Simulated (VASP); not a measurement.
# Te (P6/mmm) in VASP: notebook

Runs on Te. Level: PBE. Tasks: single point, relaxation of cell and atoms.

All numbers are computed with VASP 6.6.1; they aren't measurements. Logs are shortened: lines on timing, memory, paths and dates and some standing lists are left out, and cuts for length are marked.

**1. The cell of the first run**

The structure is hexagonal, space group P6/mmm (No. 191). The conventional cell has a = 2.833 Å, b = 2.833 Å, c = 2.648 Å, α = 90.00°, β = 90.00°, γ = 120.00°. Within 3.5 Å of Te (site symmetry 6/mmm) lie 8 Te at 2.65 to 2.83 Å.

This isn't the form of Te at room conditions, which is trigonal, of chains.

**2. Single point, PBE**

Input file INCAR:

```
  PREC = Accurate
  ENCUT = 520
  EDIFF = 1E-7
  ISMEAR = -1
  SIGMA = 0.08
  LREAL = False
  LASPH = True
  NELM = 100
  ALGO = Normal
  ISIF = 2
  LWAVE = False
  LCHARG = True
  GGA = PE
  LELF = True
  LVHAR = True
  NBANDS = 9
```

Input file KPOINTS:

```
regular mesh
0
Gamma
  16 16 14
```

Input file POSCAR:

```
Te
1.0
    2.8325370941      0.0000000000      0.0000000000
   -1.4162685471      2.4530490806      0.0000000000
    0.0000000000      0.0000000000      2.6477658484
Te
1
Direct
    0.0000000000      0.0000000000      0.0000000000
```

Potentials or basis: VASP PAW PBE potentials, release 64 (Te).

Run with:

```bash
cat potpaw_PBE.64/Te/POTCAR > POTCAR
mpirun -np 1 vasp_std > vasp.out
```

OUTCAR:

```text
PREC = Accurate
   ENCUT = 520
   EDIFF = 1E-7
   ISMEAR = -1
   LREAL = False
   LASPH = True
   NELM = 100
   ISIF = 2
   GGA = PE

 ion  position               nearest neighbor table
   1  0.000  0.000  0.000-

  LATTYP: Found a hexagonal cell.
 ALAT       =     2.8325370941
 C/A-ratio  =     0.9347682874

  Lattice vectors:

 A1 = (   2.8325370941,   0.0000000000,   0.0000000000)
 A2 = (  -1.4162685471,   2.4530490806,   0.0000000000)
 A3 = (   0.0000000000,   0.0000000000,   2.6477658484)

Analysis of symmetry for initial positions (statically):
=====================================================================
 Subroutine PRICEL returns:
 Original cell was already a primitive cell.

 Routine SETGRP: Setting up the symmetry group for a
 hexagonal supercell.

 Subroutine GETGRP returns: Found 24 space group operations
 (whereof 24 operations were pure point group operations)
 out of a pool of 24 trial point group operations.

The static configuration has the point symmetry D_6h.

Analysis of symmetry for dynamics (positions and initial velocities):
=====================================================================
 Subroutine PRICEL returns:
 Original cell was already a primitive cell.

 Routine SETGRP: Setting up the symmetry group for a
 hexagonal supercell.

 Subroutine GETGRP returns: Found 24 space group operations
 (whereof 24 operations were pure point group operations)
 out of a pool of 24 trial point group operations.

The dynamic configuration has the point symmetry D_6h.

 Subroutine INISYM returns: Found 24 space group operations
 (whereof 24 operations are pure point group operations),
 and found     1 'primitive' translations

----------------------------------------------------------------------------------------

                                     Primitive cell

  volume of cell :      18.3976

  direct lattice vectors                    reciprocal lattice vectors
     2.832537094  0.000000000  0.000000000     0.353040390  0.203827964  0.000000000
    -1.416268547  2.453049081  0.000000000     0.000000000  0.407655928  0.000000000
     0.000000000  0.000000000  2.647765848     0.000000000  0.000000000  0.377676901

  length of vectors
     2.832537094  2.832537094  2.647765848     0.407655928  0.407655928  0.377676901

  position of ions in fractional coordinates (direct lattice)
     0.000000000  0.000000000  0.000000000

  ion indices of the primitive-cell ions
   primitive index   ion index
                 1           1

----------------------------------------------------------------------------------------

 KPOINTS: regular mesh

Automatic generation of k-mesh.
 Grid dimensions read from file:
 generate k-points for:   16   16   14

 Generating k-lattice:

  Cartesian coordinates                     Fractional coordinates (reciprocal lattice)
     0.022065024  0.012739248  0.000000000     0.062500000  0.000000000  0.000000000
     0.000000000  0.025478496  0.000000000     0.000000000  0.062500000  0.000000000
     0.000000000  0.000000000  0.026976921     0.000000000  0.000000000  0.071428571

  Length of vectors
     0.025478496  0.025478496  0.026976921

  Shift w.r.t. Gamma in fractional coordinates (k-lattice)
     0.000000000  0.000000000  0.000000000

 Subroutine IBZKPT returns following result:
 ===========================================

 Found    240 irreducible k-points:

 Following reciprocal coordinates:
            Coordinates               Weight
  0.000000  0.000000  0.000000      1.000000
  0.062500 -0.000000  0.000000      6.000000
  0.125000 -0.000000  0.000000      6.000000
  0.187500 -0.000000  0.000000      6.000000
  0.250000 -0.000000  0.000000      6.000000
  0.312500 -0.000000  0.000000      6.000000
[... 16 lines left out ...]
  0.187500  0.187500  0.000000      6.000000
  0.250000  0.187500  0.000000     12.000000
 [... further k-points ...]
   k-points           NKPTS =    240   k-points in BZ     NKDIM =    240   number of bands    NBANDS=      9
   number of dos      NEDOS =    301   number of ions     NIONS =      1
   total plane-waves  NPLWV =  11520
   dimension x,y,z NGX =    24 NGY =   24 NGZ =   20
   dimension x,y,z NGXF=    48 NGYF=   48 NGZF=   40
   ions per type =               1
   NGX,Y,Z   is equivalent  to a cutoff of  14.09, 14.09, 12.56 a.u.
   NGXF,Y,Z  is equivalent  to a cutoff of  28.17, 28.17, 25.11 a.u.
 SYSTEM =  unknown system
   PREC   = accura    normal or accurate (medium, high low for compatibility)
   ISTART =      0    job   : 0-new  1-cont  2-samecut
   ICHARG =      2    charge: 1-file 2-atom 10-const
   ISPIN  =      1    spin polarized calculation?
   LNONCOLLINEAR =      F non collinear calculations
   LSORBIT =      F    spin-orbit coupling
   LASPH  =      T    aspherical Exc in radial PAW
   ENCUT  =  520.0 eV  38.22 Ry    6.18 a.u.   5.27  5.27  4.92*2*pi/ulx,y,z
   NELM   =    100;   NELMIN=  2; NELMDL= -5     # of ELM steps
   EDIFF  = 0.1E-06   stopping-criterion for ELM
   LREAL  =      F    real-space projection
   EDIFFG = 0.1E-05   stopping-criterion for IOM
   NSW    =      0    number of steps for IOM
   IBRION =     -1    ionic relax: 0-MD 1-quasi-New 2-CG
   NFREE  =      0    steps in history (QN), initial steepest desc. (CG)
   ISIF   =      2    stress and relaxation
   ISYM   =      2    0-nonsym 1-usesym 2-fastsym
   POTIM  = 0.5000    time-step for ionic-motion
   TEBEG  =    0.0;   TEEND  =   0.0 temperature during run
   PSTRESS=    0.0 pullay stress
   NELECT =       6.0000    total number of electrons
   NUPDOWN=      -1.0000    fix difference up-down
   EMIN   =  10.00;   EMAX   =-10.00  energy-range for DOS
   EFERMI =   0.00;   METHOD = LEGACY
   ISMEAR =    -1;   SIGMA  =   0.08  broadening in eV -4-tet -1-fermi 0-gaus
   EFERMI_NEDOS =   21; number of points for ismear=-14 and -15
   IALGO  =     38    algorithm
   IMIX   =      4    mixing-type and parameters
     AMIX     =   0.40;   BMIX     =  1.00
     AMIX_MAG =   1.60;   BMIX_MAG =  1.00
  volume/ion in A,a.u.               =      18.40       124.15
  Fermi-wavevector in a.u.,A,eV,Ry     =   1.126864  2.129464 17.276979  1.269822
  Thomas-Fermi vector in A             =   2.263548
   LORBIT       =      0    0 simple, 1 ext, 2 COOP (PROOUT), +10 PAW based schemes
   GGA     = PE    functional components
   LHFCALC =     F    Hartree Fock is set to
   AEXX    =    0.0000 exact exchange contribution
   IVDW    =     0    specifies the selected vdW correction
   LEPSILON=     F    determine dielectric tensor
   LRPA    =     F    only Hartree local field effects (RPA)
 non-spin polarized calculation
  energy-cutoff  :      520.00
  volume of cell :       18.40
 maximum number of plane-waves:       513
 NGX is ok and might be reduce to    24
   NGX = 11   NGY = 11   NGZ =  9

 number of electron       5.9999999 magnetization

 Free energy of the ion-electron system (eV)
  ---------------------------------------------------
  ext. energy  EPLUGINS =         0.00000000
  ---------------------------------------------------
  free energy    TOTEN  =        -0.76817435 eV

  energy without entropy =       -0.75675370  energy(sigma->0) =       -0.76246402

 E-fermi :  15.7639     XC(G=0): -12.0436

 val. band max:       15.7480865117   @ k =   0.4375   0.1250   0.4286
 cond. band min:      15.7717618380   @ k =   0.3750   0.1875   0.5000
 fundamental gap:      0.0236753263
 Fermi energy:        15.7639003407

 k-point     1 :       0.0000    0.0000    0.0000
  band No.  band energies     occupation
      1      -3.4114      2.00000
      2      17.9874      0.00000
      3      19.9020      0.00000
      4      19.9020      0.00000
      5      21.7911      0.00000
      6      24.8989      0.00000
      7      25.5851      0.00000
      8      25.5851      0.00000
      9      27.6944      0.00000

 k-point     2 :       0.0625   -0.0000    0.0000
  band No.  band energies     occupation
      1      -3.3102      2.00000
      2      18.0967      0.00000
      3      18.7923      0.00000
      4      19.5448      0.00000
      5      22.0807      0.00000
      6      23.7632      0.00000
      7      26.0529      0.00000
      8      27.2181      0.00000
      9      28.3399      0.00000

 k-point     3 :       0.1250   -0.0000    0.0000
  band No.  band energies     occupation
      1      -3.0064      2.00000
      2      16.6317      0.00004
      3      18.4210      0.00000
      4      18.7256      0.00000
      5      22.0425      0.00000
      6      23.2197      0.00000
      7      27.2028      0.00000
      8      28.7256      0.00000
      9      30.5310      0.00000

 k-point     4 :       0.1875   -0.0000    0.0000
  band No.  band energies     occupation
      1      -2.5015      2.00000
      2      14.2338      2.00000
      3      17.7863      0.00000
      4      18.9490      0.00000
      5      21.4734      0.00000
      6      23.4378      0.00000
      7      28.6862      0.00000
      8      30.2407      0.00000
      9      33.2849      0.00000
[... 205 lines left out ...]
 k-point    22 :       0.4375    0.1250    0.0000
  band No.  band energies     occupation
      1       2.1064      2.00000
      2       5.3566      2.00000
      3      12.5228      2.00000
      4      22.7918      0.00000
      5      22.8487      0.00000
      6      26.7486      0.00000
      7      28.3172      0.00000
      8      28.6739      0.00000
      9      32.5591      0.00000

 k-point    23 :       0.1875    0.1875    0.0000
  band No.  band energies     occupation
      1      -0.7105      2.00000
      2      10.4567      2.00000
      3      12.7829      2.00000
      4      20.7167      0.00000
      5      24.0977      0.00000
      6      25.4367      0.00000
      7      27.6950      0.00000
      8      32.1330      0.00000
      9      33.0455      0.00000

 k-point    24 :       0.2500    0.1875    0.0000
  band No.  band energies     occupation
      1       0.2464      2.00000
      2       8.8504      2.00000
      3      11.6585      2.00000
      4      21.5818      0.00000
      5      24.6148      0.00000
      6      25.9997      0.00000
      7      28.6726      0.00000
      8      30.7979      0.00000
      9      32.0174      0.00000

 [... further k-points ...]

------------------------ aborting loop because EDIFF is reached ----------------------------------------

  FORCE on cell =-STRESS in cart. coord.  units (eV):
  Direction    XX          YY          ZZ          XY          YZ          ZX
  --------------------------------------------------------------------------------------
  -------------------------------------------------------------------------------------
  Total       10.0416853     10.0416853     10.0801812     -0.0000000      0.0000000      0.0000000
  in kB      874.4918570    874.4918570    877.8443197     -0.0000000      0.0000000      0.0000000
  external PRESSURE =     875.6093446 kB  Pullay stress =       0.0000000 kB

 VOLUME and BASIS-vectors are now :
 -----------------------------------------------------------------------------
  energy-cutoff  :      520.00
  volume of cell :       18.40
      direct lattice vectors                 reciprocal lattice vectors
     2.832537094  0.000000000  0.000000000     0.353040390  0.203827964  0.000000000
    -1.416268547  2.453049081  0.000000000     0.000000000  0.407655928  0.000000000
     0.000000000  0.000000000  2.647765848     0.000000000  0.000000000  0.377676901

 POSITION                                       TOTAL-FORCE (eV/Angst)
 -----------------------------------------------------------------------------------
      0.00000      0.00000      0.00000        -0.000000      0.000000      0.000000
 -----------------------------------------------------------------------------------
    total drift:                                0.000000     -0.000000     -0.000000

  FREE ENERGIE OF THE ION-ELECTRON SYSTEM (eV)
  ---------------------------------------------------
  free  energy   TOTEN  =        -0.7681743473 eV

  energy  without entropy=       -0.7567536991  energy(sigma->0) =       -0.76246402
```

Run time: 75 s. Hardware: 1 thread of AMD EPYC 7R13, shared host; peak memory 0.13 GiB.

Results:

```yaml
Free_energy: -0.7682 eV
Pressure: 87.6 GPa
Band_gap_on_the_k_mesh: zero (bands 3 and 4 overlap by 12.94 eV)
```

Caveat: the cell stands under pressure; spin-orbit coupling is left out, which moves the levels of the heavy elements.

(Part 1 of 2 ends here.)

The gap in the log of VASP goes by the Fermi energy; the results here count the filled bands.